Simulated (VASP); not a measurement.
# TiH (Fm-3m) in VASP: further runs

Runs on TiH. Level: LDA. Tasks: single point.

All numbers are computed with VASP 6.6.1; they aren't measurements. Logs are shortened: lines on timing, memory, paths and dates and some standing lists are left out, and cuts for length are marked.

## (1) The cell of the first run

The structure is cubic, space group Fm-3m (No. 225). Conventional cell: a = 4.179 Å, b = 4.179 Å, c = 4.179 Å, α = 90.00°, β = 90.00°, γ = 90.00°. Within 2.8 Å of Ti (site symmetry m-3m) lie 6 H at 2.09 Å. Within 2.8 Å of H (site symmetry m-3m) lie 6 Ti at 2.09 Å.

## (2) Single point, LDA

Contents of INCAR:

```
SYSTEM = TiH
PREC     = Accurate       ! precision mode
ENCUT    = 520            ! plane-wave cutoff, eV
EDIFF    = 1E-7           ! SCF threshold, eV
ISMEAR   = 0              ! smearing method
SIGMA    = 0.15           ! smearing width, eV
LREAL    = .False.        ! projectors in reciprocal space
LASPH    = .True.         ! aspherical terms in the spheres
NELM     = 100            ! most SCF steps
ALGO     = Normal         ! electronic algorithm
ISIF     = 2              ! what is computed and relaxed
LWAVE    = .False.        ! write WAVECAR
LCHARG   = .False.        ! write CHGCAR
NBANDS   = 14             ! bands
```

Contents of KPOINTS:

```
regular mesh
0
Gamma
  20 20 20
  0 0 0
```

Contents of POSCAR:

```
TiH
1.0
    0.0000000000      2.0896972200      2.0896972200
    2.0896972200      0.0000000000      2.0896972200
    2.0896972200      2.0896972200      0.0000000000
Ti H
1 1
Direct
    0.0000000000      0.0000000000      0.0000000000
    0.5000000000      0.5000000000      0.5000000000
```

Potentials or basis: VASP PAW LDA potentials, release 64 (Ti_sv, H).

On the command line:

```
$ cat potpaw_LDA.64/Ti_sv/POTCAR potpaw_LDA.64/H/POTCAR > POTCAR
$ mpirun -np 1 vasp_std > vasp.out
```

OUTCAR:

```text
SYSTEM = TiH
   PREC = Accurate
   ENCUT = 520
   EDIFF = 1E-7
   ISMEAR = 0
   LREAL = .False.
   LASPH = .True.
   NELM = 100
   ISIF = 2

 ion  position               nearest neighbor table
   1  0.000  0.000  0.000-
   2  0.500  0.500  0.500-

  LATTYP: Found a face centered cubic cell.
 ALAT       =     4.1793944400

  Lattice vectors:

 A1 = (   0.0000000000,   2.0896972200,   2.0896972200)
 A2 = (   2.0896972200,   0.0000000000,   2.0896972200)
 A3 = (   2.0896972200,   2.0896972200,   0.0000000000)

Analysis of symmetry for initial positions (statically):
=====================================================================
 Subroutine PRICEL returns:
 Original cell was already a primitive cell.

 Routine SETGRP: Setting up the symmetry group for a
 face centered cubic supercell.

 Subroutine GETGRP returns: Found 48 space group operations
 (whereof 48 operations were pure point group operations)
 out of a pool of 48 trial point group operations.

The static configuration has the point symmetry O_h .

Analysis of symmetry for dynamics (positions and initial velocities):
=====================================================================
 Subroutine PRICEL returns:
 Original cell was already a primitive cell.

 Routine SETGRP: Setting up the symmetry group for a
 face centered cubic supercell.

 Subroutine GETGRP returns: Found 48 space group operations
 (whereof 48 operations were pure point group operations)
 out of a pool of 48 trial point group operations.

The dynamic configuration has the point symmetry O_h .

 Subroutine INISYM returns: Found 48 space group operations
 (whereof 48 operations are pure point group operations),
 and found     1 'primitive' translations

----------------------------------------------------------------------------------------

                                     Primitive cell

  volume of cell :      18.2507

  direct lattice vectors                    reciprocal lattice vectors
     0.000000000  2.089697220  2.089697220    -0.239269113  0.239269113  0.239269113
     2.089697220  0.000000000  2.089697220     0.239269113 -0.239269113  0.239269113
     2.089697220  2.089697220  0.000000000     0.239269113  0.239269113 -0.239269113

  length of vectors
     2.955278150  2.955278150  2.955278150     0.414426260  0.414426260  0.414426260

  position of ions in fractional coordinates (direct lattice)
     0.000000000  0.000000000  0.000000000
     0.500000000  0.500000000  0.500000000

  ion indices of the primitive-cell ions
   primitive index   ion index
                 1           1
                 2           2

----------------------------------------------------------------------------------------

 KPOINTS: regular mesh

Automatic generation of k-mesh.
 Grid dimensions read from file:
 generate k-points for:   20   20   20

 Generating k-lattice:

  Cartesian coordinates                     Fractional coordinates (reciprocal lattice)
    -0.011963456  0.011963456  0.011963456     0.050000000  0.000000000  0.000000000
     0.011963456 -0.011963456  0.011963456     0.000000000  0.050000000  0.000000000
     0.011963456  0.011963456 -0.011963456     0.000000000  0.000000000  0.050000000

  Length of vectors
     0.020721313  0.020721313  0.020721313

  Shift w.r.t. Gamma in fractional coordinates (k-lattice)
     0.000000000  0.000000000  0.000000000

 Subroutine IBZKPT returns following result:
 ===========================================

 Found    256 irreducible k-points:

 Following reciprocal coordinates:
            Coordinates               Weight
  0.000000  0.000000  0.000000      1.000000
  0.050000  0.000000  0.000000      8.000000
  0.100000  0.000000  0.000000      8.000000
  0.150000  0.000000  0.000000      8.000000
  0.200000  0.000000  0.000000      8.000000
  0.250000  0.000000  0.000000      8.000000
[... 16 lines left out ...]
 -0.400000  0.050000  0.000000     24.000000
 -0.350000  0.050000  0.000000     24.000000
 [... further k-points ...]
   k-points           NKPTS =    256   k-points in BZ     NKDIM =    256   number of bands    NBANDS=     14
   number of dos      NEDOS =    301   number of ions     NIONS =      2
   total plane-waves  NPLWV =  13824
   dimension x,y,z NGX =    24 NGY =   24 NGZ =   24
   dimension x,y,z NGXF=    48 NGYF=   48 NGZF=   48
   ions per type =               1   1
   NGX,Y,Z   is equivalent  to a cutoff of  13.50, 13.50, 13.50 a.u.
   NGXF,Y,Z  is equivalent  to a cutoff of  27.00, 27.00, 27.00 a.u.
 SYSTEM =  TiH
   PREC   = accura    normal or accurate (medium, high low for compatibility)
   ISTART =      0    job   : 0-new  1-cont  2-samecut
   ICHARG =      2    charge: 1-file 2-atom 10-const
   ISPIN  =      1    spin polarized calculation?
   LNONCOLLINEAR =      F non collinear calculations
   LSORBIT =      F    spin-orbit coupling
   LASPH  =      T    aspherical Exc in radial PAW
   ENCUT  =  520.0 eV  38.22 Ry    6.18 a.u.   5.49  5.49  5.49*2*pi/ulx,y,z
   NELM   =    100;   NELMIN=  2; NELMDL= -5     # of ELM steps
   EDIFF  = 0.1E-06   stopping-criterion for ELM
   LREAL  =      F    real-space projection
   EDIFFG = 0.1E-05   stopping-criterion for IOM
   NSW    =      0    number of steps for IOM
   IBRION =     -1    ionic relax: 0-MD 1-quasi-New 2-CG
   NFREE  =      0    steps in history (QN), initial steepest desc. (CG)
   ISIF   =      2    stress and relaxation
   ISYM   =      2    0-nonsym 1-usesym 2-fastsym
   POTIM  = 0.5000    time-step for ionic-motion
   TEBEG  =    0.0;   TEEND  =   0.0 temperature during run
   PSTRESS=    0.0 pullay stress
   NELECT =      13.0000    total number of electrons
   NUPDOWN=      -1.0000    fix difference up-down
   EMIN   =  10.00;   EMAX   =-10.00  energy-range for DOS
   EFERMI =   0.00;   METHOD = LEGACY
   ISMEAR =     0;   SIGMA  =   0.15  broadening in eV -4-tet -1-fermi 0-gaus
   EFERMI_NEDOS =   21; number of points for ismear=-14 and -15
   IALGO  =     38    algorithm
   IMIX   =      4    mixing-type and parameters
     AMIX     =   0.40;   BMIX     =  1.00
     AMIX_MAG =   1.60;   BMIX_MAG =  1.00
  volume/ion in A,a.u.               =       9.13        61.58
  Fermi-wavevector in a.u.,A,eV,Ry     =   1.462051  2.762876 29.083729  2.137594
  Thomas-Fermi vector in A             =   2.578310
   LORBIT       =      0    0 simple, 1 ext, 2 COOP (PROOUT), +10 PAW based schemes
   GGA     = CA    functional components
   LHFCALC =     F    Hartree Fock is set to
   AEXX    =    0.0000 exact exchange contribution
   IVDW    =     0    specifies the selected vdW correction
   LEPSILON=     F    determine dielectric tensor
   LRPA    =     F    only Hartree local field effects (RPA)
 non-spin polarized calculation
 Gauss-broadening in eV      SIGMA  =   0.15
  energy-cutoff  :      520.00
  volume of cell :       18.25
 maximum number of plane-waves:       531
 NGX is ok and might be reduce to    24
   NGX = 11   NGY = 11   NGZ = 11

 number of electron      12.9999996 magnetization

 Free energy of the ion-electron system (eV)
  ---------------------------------------------------
  ext. energy  EPLUGINS =         0.00000000
  ---------------------------------------------------
  free energy    TOTEN  =       -12.88073131 eV

  energy without entropy =      -12.85863324  energy(sigma->0) =      -12.86968227

 E-fermi :   8.5578     XC(G=0): -12.1999

 val. band max:        8.5498918312   @ k =  -0.4000   0.3500   0.0500
 cond. band min:       8.5622745296   @ k =   0.2000   0.1500   0.0500
 fundamental gap:      0.0123826984
 Fermi energy:         8.5577872741

 k-point     1 :       0.0000    0.0000    0.0000
  band No.  band energies     occupation
      1     -47.4711      2.00000
      2     -23.7813      2.00000
      3     -23.7813      2.00000
      4     -23.7813      2.00000
      5      -0.8331      2.00000
      6       9.2197      0.00000
      7       9.2197      0.00000
      8       9.2197      0.00000
      9      10.6610      0.00000
     10      10.6610      0.00000
     11      19.3211      0.00000
     12      23.2191      0.00000
     13      24.8260      0.00000
     14      24.8260      0.00000

 k-point     2 :       0.0500    0.0000    0.0000
  band No.  band energies     occupation
      1     -47.4684      2.00000
      2     -23.7977      2.00000
      3     -23.7832      2.00000
      4     -23.7832      2.00000
      5      -0.7625      2.00000
      6       9.1656      0.00000
      7       9.2480      0.00000
      8       9.2480      0.00000
      9      10.6346      0.00000
     10      10.6346      0.00000
     11      18.9993      0.00000
     12      23.2793      0.00000
     13      24.9046      0.00000
     14      24.9046      0.00000

 k-point     3 :       0.1000    0.0000    0.0000
  band No.  band energies     occupation
      1     -47.4604      2.00000
      2     -23.8451      2.00000
      3     -23.7887      2.00000
      4     -23.7887      2.00000
      5      -0.5537      2.00000
      6       9.0065      0.00002
      7       9.3213      0.00000
      8       9.3213      0.00000
      9      10.5714      0.00000
     10      10.5714      0.00000
     11      18.2459      0.00000
     12      23.3859      0.00000
     13      25.1274      0.00000
     14      25.1274      0.00000
[... 324 lines left out ...]
 k-point    23 :      -0.4000    0.0500    0.0000
  band No.  band energies     occupation
      1     -47.3644      2.00000
      2     -24.3802      2.00000
      3     -23.8687      2.00000
      4     -23.8519      2.00000
      5       2.9696      2.00000
      6       6.1190      2.00000
      7       8.8525      0.00547
      8       8.9058      0.00103
      9      11.5364      0.00000
     10      11.7627      0.00000
     11      15.4817      0.00000
     12      18.6713      0.00000
     13      25.3516      0.00000
     14      26.6373      0.00000

 k-point    24 :      -0.3500    0.0500    0.0000
  band No.  band energies     occupation
      1     -47.3755      2.00000
      2     -24.3199      2.00000
      3     -23.8630      2.00000
      4     -23.8421      2.00000
      5       2.3263      2.00000
      6       6.7066      2.00000
      7       8.9448      0.00026
      8       9.0119      0.00002
      9      11.2530      0.00000
     10      11.5785      0.00000
     11      15.3951      0.00000
     12      19.5838      0.00000
     13      25.3776      0.00000
     14      27.4250      0.00000

 [... further k-points ...]
[... 5 lines left out ...]
  --------------------------------------------------------------------------------------
  -------------------------------------------------------------------------------------
  Total       -0.8858102     -0.8858102     -0.8858102      0.0000000      0.0000000      0.0000000
  in kB      -77.7626668    -77.7626668    -77.7626668      0.0000000      0.0000000      0.0000000
  external PRESSURE =     -77.7626668 kB  Pullay stress =       0.0000000 kB

 VOLUME and BASIS-vectors are now :
 -----------------------------------------------------------------------------
  energy-cutoff  :      520.00
  volume of cell :       18.25
      direct lattice vectors                 reciprocal lattice vectors
     0.000000000  2.089697220  2.089697220    -0.239269113  0.239269113  0.239269113
     2.089697220  0.000000000  2.089697220     0.239269113 -0.239269113  0.239269113
     2.089697220  2.089697220  0.000000000     0.239269113  0.239269113 -0.239269113

 POSITION                                       TOTAL-FORCE (eV/Angst)
 -----------------------------------------------------------------------------------
      0.00000      0.00000      0.00000         0.000000      0.000000      0.000000
      2.08970      2.08970      2.08970         0.000000     -0.000000     -0.000000
 -----------------------------------------------------------------------------------
    total drift:                                0.000000     -0.000000     -0.000000

  FREE ENERGIE OF THE ION-ELECTRON SYSTEM (eV)
  ---------------------------------------------------
  free  energy   TOTEN  =       -12.8807313050 eV

  energy  without entropy=      -12.8586332415  energy(sigma->0) =      -12.86968227
```

Run time: 43 s. Hardware: 1 thread of Intel Xeon Platinum 8259CL at 2.50GHz (Skylake/Cascade Lake), shared host; peak memory 0.18 GiB.

What came out:

```
Free energy            : -12.8807 eV
Pressure               : -7.8 GPa
Band gap on the k mesh : zero (an odd number of electrons rules out a gap without spin polarisation)
```

Caveat: the cell stands under tension; an odd number of electrons without spin polarisation forces a metal; a magnetic or distorted state may lie lower.

## (3) Single point, LDA

Contents of INCAR:

```
SYSTEM = TiH
ALGO = Normal ; EDIFF = 1E-6
ENCUT = 520 ; GGA = CA
ISIF = 2 ; ISMEAR = 0
LASPH = .True. ; LCHARG = .False.
LREAL = .False. ; LWAVE = .False.
NBANDS = 14 ; NELM = 80
PREC = Accurate ; SIGMA = 0.15
```

Contents of KPOINTS:

```
k-points
0
Gamma
  22 22 22
  0 0 0
```

POSCAR is that of step 2.

Potentials or basis: VASP PAW LDA potentials, release 64 (Ti_sv, H).

On the command line:

```
$ cat potpaw_LDA.64/Ti_sv/POTCAR potpaw_LDA.64/H/POTCAR > POTCAR
$ mpirun -np 1 vasp_std > vasp.out
```

Run time: 49 s. Hardware: 1 thread of Intel Xeon Platinum 8259CL at 2.50GHz (Skylake/Cascade Lake), shared host; peak memory 0.2 GiB.

It converged, with:

```yaml
Free_energy: -12.8806 eV
Pressure: -7.8 GPa
Band_gap_on_the_k_mesh: zero (an odd number of electrons rules out a gap without spin polarisation)
```

Levels at points of the mesh, in eV from the Fermi level:
```csv
k point,band 3,band 4,band 5,band 6,band 7,band 8,band 9,band 10
"(0.00, 0.00, 0.00)",-32.34,-32.34,-9.39,0.66,0.66,0.66,2.10,2.10
"(0.50, 0.00, 0.00)",-32.42,-32.42,-4.91,-3.10,0.24,0.24,3.26,3.26
"(0.50, 0.50, 0.00)",-32.56,-32.56,-6.74,-1.85,1.69,3.16,3.63,3.63
```

Caveat: the cell stands under tension; an odd number of electrons without spin polarisation forces a metal; a magnetic or distorted state may lie lower.
